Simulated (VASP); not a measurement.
# AlNi3 (Fm-3m) in VASP: further runs

The runs below take AlNi3 through single point, with PBEsol.

Program: VASP 6.6.1. These are calculated values, not measurements. Logs are shortened: lines on timing, memory, paths and dates and some standing lists are left out, and cuts for length are marked.

## Step 1: The cell of the first run

Symmetry: Fm-3m, No. 225, cubic system. The conventional cell has a = 5.597 Å, b = 5.597 Å, c = 5.597 Å, α = 90.00°, β = 90.00°, γ = 90.00°. Within 3.2 Å of Al (site symmetry m-3m) lie 14 Ni at 2.42 to 2.80 Å. Within 3.2 Å of Ni (site symmetry -43m) lie 4 Al at 2.42 Å and 10 Ni at 2.42 to 2.80 Å. Ni (site symmetry m-3m) has 8 Ni at 2.42 Å and 6 Al at 2.80 Å within 3.2 Å.

## Step 2: Single point, PBEsol

INCAR

```
  ALGO = Normal
  EDIFF = 1E-6
  ENCUT = 520
  GGA = PS
  ISIF = 2
  ISMEAR = 0
  LASPH = True
  LCHARG = False
  LREAL = False
  LWAVE = False
  NBANDS = 24
  NELM = 60
  PREC = Accurate
  SIGMA = 0.1
```

KPOINTS

```
k-points
0
Gamma
  14 14 14
```

POSCAR

```
AlNi3
1.0
    0.0000000000      2.7984078593      2.7984078593
    2.7984078593      0.0000000000      2.7984078593
    2.7984078593      2.7984078593      0.0000000000
Al Ni
1 3
Direct
    0.5000000000      0.5000000000      0.5000000000
    0.2500000000      0.2500000000      0.2500000000
    0.0000000000      0.0000000000      0.0000000000
    0.7500000000      0.7500000000      0.7500000000
```

Potentials or basis: VASP PAW PBE potentials, release 64 (Al, Ni).

Run with:

```
$ cat potpaw_PBE.64/Al/POTCAR potpaw_PBE.64/Ni/POTCAR > POTCAR
$ mpirun -np 1 vasp_std > vasp.out
```

OUTCAR:

```text
EDIFF = 1E-6
   ENCUT = 520
   GGA = PS
   ISIF = 2
   ISMEAR = 0
   LASPH = True
   LREAL = False
   NELM = 60
   PREC = Accurate

 ion  position               nearest neighbor table
   1  0.500  0.500  0.500-   2 2.42   4 2.42   2 2.42   2 2.42   2 2.42   4 2.42   4 2.42   4 2.42
                             3 2.80   3 2.80   3 2.80   3 2.80   3 2.80   3 2.80
   2  0.250  0.250  0.250-   1 2.42   3 2.42   3 2.42   3 2.42   3 2.42   1 2.42   1 2.42   1 2.42
                             4 2.80   4 2.80   4 2.80   4 2.80   4 2.80   4 2.80
   3  0.000  0.000  0.000-   2 2.42   4 2.42   4 2.42   4 2.42   4 2.42   2 2.42   2 2.42   2 2.42
                             1 2.80   1 2.80   1 2.80   1 2.80   1 2.80   1 2.80
   4  0.750  0.750  0.750-   1 2.42   3 2.42   1 2.42   1 2.42   1 2.42   3 2.42   3 2.42   3 2.42
                             2 2.80   2 2.80   2 2.80   2 2.80   2 2.80   2 2.80

  LATTYP: Found a face centered cubic cell.
 ALAT       =     5.5968157186

  Lattice vectors:

 A1 = (   0.0000000000,   2.7984078593,   2.7984078593)
 A2 = (   2.7984078593,   0.0000000000,   2.7984078593)
 A3 = (   2.7984078593,   2.7984078593,   0.0000000000)

Analysis of symmetry for initial positions (statically):
=====================================================================
 Subroutine PRICEL returns:
 Original cell was already a primitive cell.

 Routine SETGRP: Setting up the symmetry group for a
 face centered cubic supercell.

 Subroutine GETGRP returns: Found 48 space group operations
 (whereof 48 operations were pure point group operations)
 out of a pool of 48 trial point group operations.

The static configuration has the point symmetry O_h .

Analysis of symmetry for dynamics (positions and initial velocities):
=====================================================================
 Subroutine PRICEL returns:
 Original cell was already a primitive cell.

 Routine SETGRP: Setting up the symmetry group for a
 face centered cubic supercell.

 Subroutine GETGRP returns: Found 48 space group operations
 (whereof 48 operations were pure point group operations)
 out of a pool of 48 trial point group operations.

The dynamic configuration has the point symmetry O_h .

 Subroutine INISYM returns: Found 48 space group operations
 (whereof 48 operations are pure point group operations),
 and found     1 'primitive' translations

----------------------------------------------------------------------------------------

                                     Primitive cell

  volume of cell :      43.8291

  direct lattice vectors                    reciprocal lattice vectors
     0.000000000  2.798407859  2.798407859    -0.178673026  0.178673026  0.178673026
     2.798407859  0.000000000  2.798407859     0.178673026 -0.178673026  0.178673026
     2.798407859  2.798407859  0.000000000     0.178673026  0.178673026 -0.178673026

  length of vectors
     3.957546348  3.957546348  3.957546348     0.309470759  0.309470759  0.309470759

  position of ions in fractional coordinates (direct lattice)
     0.500000000  0.500000000  0.500000000
     0.250000000  0.250000000  0.250000000
     0.000000000  0.000000000  0.000000000
     0.750000000  0.750000000  0.750000000

  ion indices of the primitive-cell ions
   primitive index   ion index
                 1           1
                 2           2
                 3           3
                 4           4

----------------------------------------------------------------------------------------

 KPOINTS: k-points

Automatic generation of k-mesh.
 Grid dimensions read from file:
 generate k-points for:   14   14   14

 Generating k-lattice:

  Cartesian coordinates                     Fractional coordinates (reciprocal lattice)
    -0.012762359  0.012762359  0.012762359     0.071428571  0.000000000  0.000000000
     0.012762359 -0.012762359  0.012762359     0.000000000  0.071428571  0.000000000
     0.012762359  0.012762359 -0.012762359     0.000000000  0.000000000  0.071428571

  Length of vectors
     0.022105054  0.022105054  0.022105054

  Shift w.r.t. Gamma in fractional coordinates (k-lattice)
     0.000000000  0.000000000  0.000000000

 Subroutine IBZKPT returns following result:
 ===========================================

 Found    104 irreducible k-points:

 Following reciprocal coordinates:
            Coordinates               Weight
  0.000000  0.000000  0.000000      1.000000
  0.071429  0.000000  0.000000      8.000000
  0.142857  0.000000  0.000000      8.000000
  0.214286  0.000000  0.000000      8.000000
  0.285714  0.000000  0.000000      8.000000
  0.357143  0.000000  0.000000      8.000000
[... 16 lines left out ...]
  0.214286  0.142857  0.000000     24.000000
  0.285714  0.142857  0.000000     24.000000
 [... further k-points ...]
   k-points           NKPTS =    104   k-points in BZ     NKDIM =    104   number of bands    NBANDS=     24
   number of dos      NEDOS =    301   number of ions     NIONS =      4
   total plane-waves  NPLWV =  27000
   dimension x,y,z NGX =    30 NGY =   30 NGZ =   30
   dimension x,y,z NGXF=    60 NGYF=   60 NGZF=   60
   ions per type =               1   3
   NGX,Y,Z   is equivalent  to a cutoff of  12.60, 12.60, 12.60 a.u.
   NGXF,Y,Z  is equivalent  to a cutoff of  25.20, 25.20, 25.20 a.u.
 SYSTEM =  unknown system
   PREC   = accura    normal or accurate (medium, high low for compatibility)
   ISTART =      0    job   : 0-new  1-cont  2-samecut
   ICHARG =      2    charge: 1-file 2-atom 10-const
   ISPIN  =      1    spin polarized calculation?
   LNONCOLLINEAR =      F non collinear calculations
   LSORBIT =      F    spin-orbit coupling
   LASPH  =      T    aspherical Exc in radial PAW
   ENCUT  =  520.0 eV  38.22 Ry    6.18 a.u.   7.36  7.36  7.36*2*pi/ulx,y,z
   NELM   =     60;   NELMIN=  2; NELMDL= -5     # of ELM steps
   EDIFF  = 0.1E-05   stopping-criterion for ELM
   LREAL  =      F    real-space projection
   EDIFFG = 0.1E-04   stopping-criterion for IOM
   NSW    =      0    number of steps for IOM
   IBRION =     -1    ionic relax: 0-MD 1-quasi-New 2-CG
   NFREE  =      0    steps in history (QN), initial steepest desc. (CG)
   ISIF   =      2    stress and relaxation
   ISYM   =      2    0-nonsym 1-usesym 2-fastsym
   POTIM  = 0.5000    time-step for ionic-motion
   TEBEG  =    0.0;   TEEND  =   0.0 temperature during run
   PSTRESS=    0.0 pullay stress
   NELECT =      33.0000    total number of electrons
   NUPDOWN=      -1.0000    fix difference up-down
   EMIN   =  10.00;   EMAX   =-10.00  energy-range for DOS
   EFERMI =   0.00;   METHOD = LEGACY
   ISMEAR =     0;   SIGMA  =   0.10  broadening in eV -4-tet -1-fermi 0-gaus
   EFERMI_NEDOS =   21; number of points for ismear=-14 and -15
   IALGO  =     38    algorithm
   IMIX   =      4    mixing-type and parameters
     AMIX     =   0.40;   BMIX     =  1.00
     AMIX_MAG =   1.60;   BMIX_MAG =  1.00
  volume/ion in A,a.u.               =      10.96        73.94
  Fermi-wavevector in a.u.,A,eV,Ry     =   1.489333  2.814431 30.179255  2.218113
  Thomas-Fermi vector in A             =   2.602255
   LORBIT       =      0    0 simple, 1 ext, 2 COOP (PROOUT), +10 PAW based schemes
   GGA     = PS    functional components
   LHFCALC =     F    Hartree Fock is set to
   AEXX    =    0.0000 exact exchange contribution
   IVDW    =     0    specifies the selected vdW correction
   LEPSILON=     F    determine dielectric tensor
   LRPA    =     F    only Hartree local field effects (RPA)
 non-spin polarized calculation
 Gauss-broadening in eV      SIGMA  =   0.10
  energy-cutoff  :      520.00
  volume of cell :       43.83
 maximum number of plane-waves:      1243
 NGX is ok and might be reduce to    30
   NGX = 15   NGY = 15   NGZ = 15

 number of electron      33.0000020 magnetization

 Free energy of the ion-electron system (eV)
  ---------------------------------------------------
  ext. energy  EPLUGINS =         0.00000000
  ---------------------------------------------------
  free energy    TOTEN  =       -24.07683001 eV

  energy without entropy =      -24.06373661  energy(sigma->0) =      -24.07028331

 E-fermi :   9.8553     XC(G=0): -12.9834

 val. band max:        9.8515515132   @ k =  -0.2857   0.5000   0.2143
 cond. band min:       9.8700853002   @ k =  -0.4286   0.4286   0.0714
 fundamental gap:      0.0185337870
 Fermi energy:         9.8553375592

 k-point     1 :       0.0000    0.0000    0.0000
  band No.  band energies     occupation
      1      -0.3782      2.00000
      2       6.2259      2.00000
      3       6.2259      2.00000
      4       6.3542      2.00000
      5       6.3542      2.00000
      6       6.3542      2.00000
[... 16 lines left out ...]
     23      17.0753      0.00000
     24      18.5741      0.00000

 k-point     2 :       0.0714    0.0000    0.0000
  band No.  band energies     occupation
      1      -0.3019      2.00000
      2       6.1895      2.00000
      3       6.1895      2.00000
      4       6.3128      2.00000
      5       6.4318      2.00000
      6       6.4318      2.00000
[... 16 lines left out ...]
     23      17.4441      0.00000
     24      18.3767      0.00000

 k-point     3 :       0.1429    0.0000    0.0000
  band No.  band energies     occupation
      1      -0.0745      2.00000
      2       6.1596      2.00000
      3       6.1596      2.00000
      4       6.1872      2.00000
      5       6.5798      2.00000
      6       6.5798      2.00000
[... 16 lines left out ...]
     23      17.8742      0.00000
     24      18.1936      0.00000
[... 514 lines left out ...]
 k-point    23 :       0.2143    0.1429    0.0000
  band No.  band energies     occupation
      1       0.2993      2.00000
      2       5.6982      2.00000
      3       6.4099      2.00000
      4       6.4424      2.00000
      5       6.6342      2.00000
      6       6.6793      2.00000
[... 16 lines left out ...]
     23      17.6296      0.00000
     24      19.5049      0.00000

 k-point    24 :       0.2857    0.1429    0.0000
  band No.  band energies     occupation
      1       0.7143      2.00000
      2       5.5313      2.00000
      3       6.3215      2.00000
      4       6.4382      2.00000
      5       6.7968      2.00000
      6       6.8023      2.00000
[... 16 lines left out ...]
     23      17.6084      0.00000
     24      19.6179      0.00000

 [... further k-points ...]
[... 5 lines left out ...]
  --------------------------------------------------------------------------------------
  -------------------------------------------------------------------------------------
  Total        0.0217451      0.0217451      0.0217451      0.0000000     -0.0000000     -0.0000000
  in kB        0.7948926      0.7948926      0.7948926      0.0000000     -0.0000000     -0.0000000
  external PRESSURE =       0.7948926 kB  Pullay stress =       0.0000000 kB

 VOLUME and BASIS-vectors are now :
 -----------------------------------------------------------------------------
  energy-cutoff  :      520.00
  volume of cell :       43.83
      direct lattice vectors                 reciprocal lattice vectors
     0.000000000  2.798407859  2.798407859    -0.178673026  0.178673026  0.178673026
     2.798407859  0.000000000  2.798407859     0.178673026 -0.178673026  0.178673026
     2.798407859  2.798407859  0.000000000     0.178673026  0.178673026 -0.178673026

 POSITION                                       TOTAL-FORCE (eV/Angst)
 -----------------------------------------------------------------------------------
      2.79841      2.79841      2.79841        -0.000000      0.000000      0.000000
      1.39920      1.39920      1.39920        -0.000000     -0.000000     -0.000000
      0.00000      0.00000      0.00000        -0.000000      0.000000      0.000000
      4.19761      4.19761      4.19761         0.000000      0.000000      0.000000
 -----------------------------------------------------------------------------------
    total drift:                                0.000000     -0.000000      0.000000

  FREE ENERGIE OF THE ION-ELECTRON SYSTEM (eV)
  ---------------------------------------------------
  free  energy   TOTEN  =       -24.0768300084 eV

  energy  without entropy=      -24.0637366067  energy(sigma->0) =      -24.07028331
```

It took 2.3 min on 1 thread of Intel Xeon Platinum 8488C (Sapphire Rapids), shared host; peak memory 0.23 GiB.

What came out:

- Free energy: -24.0768 eV
- Pressure: 0.1 GPa
- Band gap on the k mesh: zero (an odd number of electrons rules out a gap without spin polarisation)

Caveat: the PAW data sets were made with another functional, which shifts forces and pressure a little. Spin polarisation is off, so any magnetic state and its effect on volume and gap are missing.

## Step 3: Single point, PBEsol

INCAR

```
SYSTEM = AlNi3
PREC     = Accurate       ! precision mode
ENCUT    = 520            ! plane-wave cutoff, eV
EDIFF    = 1E-7           ! SCF threshold, eV
ISMEAR   = 0              ! smearing method
SIGMA    = 0.15           ! smearing width, eV
LREAL    = .False.        ! projectors in reciprocal space
LASPH    = .True.         ! aspherical terms in the spheres
NELM     = 80             ! most SCF steps
ALGO     = Fast           ! electronic algorithm
ISIF     = 2              ! what is computed and relaxed
LWAVE    = .False.        ! write WAVECAR
LCHARG   = .True.         ! write CHGCAR
GGA      = PS             ! functional
LELF     = .True.         ! ELF
LVHAR    = .True.       
NBANDS   = 24             ! bands
```

KPOINTS

```
regular mesh
0
Gamma
  14 14 14
  0 0 0
```

POSCAR is that of step 2.

Potentials or basis: VASP PAW PBE potentials, release 64 (Al, Ni).

Run with:

```
$ cat potpaw_PBE.64/Al/POTCAR potpaw_PBE.64/Ni/POTCAR > POTCAR
$ mpirun -np 1 vasp_std > vasp.out
```

Run time: 2.6 min. Hardware: 1 thread of Intel Xeon Platinum 8488C (Sapphire Rapids), shared host; peak memory 0.23 GiB.

The run converged. Its results:

* Free energy: -24.0853 eV
* Pressure: 0.1 GPa
* Band gap on the k mesh: zero (an odd number of electrons rules out a gap without spin polarisation)

Levels at points of the mesh, in eV from the Fermi level:
```tsv
k point	band 14	band 15	band 16	band 17	band 18	band 19
(0.00, 0.00, 0.00)	-0.56	-0.52	-0.52	5.45	5.45	5.45
(0.50, 0.00, 0.00)	-0.65	-0.48	-0.48	-0.15	4.34	4.34
(0.50, 0.50, 0.00)	-0.76	-0.60	-0.37	-0.36	-0.36	-0.04
```

Caveat: the PAW data sets were made with another functional, which shifts forces and pressure a little.
